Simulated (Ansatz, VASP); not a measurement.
## HfO2: VASP beside Ansatz

```
Hf O
1.0
     0.00000    2.55750    2.55750
     2.55750    0.00000    2.55750
     2.55750    2.55750    0.00000
Hf O
1 2
Cartesian
  -0.0155 -0.0155 -0.0155
  1.3654 1.3654 1.3654
  3.9229 3.9229 3.9229
```

Change from the starting cell: mode 4 (202.9 1/cm) frozen in, largest displacement +0.150 Å.

Alike in both runs: task single point; functional r2SCAN; k mesh 8 × 8 × 8; occupations gaussian, width 0.05 eV; no spin polarisation.

|  | VASP | Ansatz |
| --- | --- | --- |
| version | VASP 6.6.1 | Ansatz 0.2.0 |
| potentials or method | VASP PAW PBE potentials, release 64 (Hf_pv, O), cutoff 520 eV | scalar-relativistic, plane waves, PAW |
| valence electrons in the cell | 22 | 38 |

VASP gave:

| Item | Value |
| --- | --- |
| gap on the k mesh at the Fermi level (eV) | 4.30 |
| least direct gap on the mesh (eV) | 4.30 |
| pressure (GPa) | -8.7 |
| traceless stress, the component that is largest in VASP (GPa) | 1.83 |
| rms of the force components (eV/Å) | 0.413 |

Which values does Ansatz return?

gap on the k mesh at the Fermi level (eV): 4.31; least direct gap on the mesh (eV): 4.31; pressure (GPa): -5.2; traceless stress, the component that is largest in VASP (GPa): 1.85; rms of the force components (eV/Å): 0.441.

VASP's potentials were made for PBE, not for r2SCAN. Atom by atom the forces differ by 0.030 eV/Å (rms over components). VASP's potentials hold 22 valence electrons a cell and Ansatz's 38, so a difference there can come from the potentials and not from the codes.

Neither program's run includes spin-orbit coupling.
